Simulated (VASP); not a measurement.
Wanted: the native input for a VASP 6.6.1 run.

| Property | Result |
| --- | --- |
| Task | single point |
| Functional | LDA |
| Potentials or basis | VASP PAW LDA potentials, release 64 (Ru_pv) |
| Cutoff | 520 eV |
| k mesh | 17 × 17 × 17 |
| Occupations | fermi-dirac, width 0.1 eV |
| Spin | no spin polarisation |
| Dipole correction | no |
| Further INCAR settings | ALGO = Normal; EDIFF = 1e-06; NBANDS = 13 |

The structure of Ru lies in POSCAR:

```
Ru
1.0
    2.1346868212      0.0000000000      0.0000000000
    0.0000000000      2.1346868212      0.0000000000
    0.0000000000      0.0000000000      2.1346868212
Ru
1
Direct
    0.0000000000      0.0000000000      0.0000000000
```

This cell differs from its parent crystal: volume scaled by 0.65.

These files were run (other wordings do the same):

INCAR

```
  PREC = Accurate
  ENCUT = 520
  EDIFF = 1E-6
  ISMEAR = -1
  SIGMA = 0.1
  LREAL = False
  LASPH = True
  NELM = 100
  ALGO = Normal
  ISIF = 2
  LWAVE = False
  LCHARG = False
  GGA = CA
  NBANDS = 13
```

KPOINTS

```
regular mesh
0
Gamma
  17 17 17
```

Potentials or basis: VASP PAW LDA potentials, release 64 (Ru_pv).

The run is started by

```bash
$ cat potpaw_LDA.64/Ru_pv/POTCAR > POTCAR
$ mpirun -np 1 vasp_std > vasp.out
```

Results of the run:

```
Pressure               : 310.1 GPa
Band gap on the k mesh : zero (band 7 reaches 26.96 eV, above the bottom of band 8 at 17.93 eV)
```

Wall time 12 s on 1 thread of Intel Xeon 8259CL (shared host), peak memory 0.13 GiB.
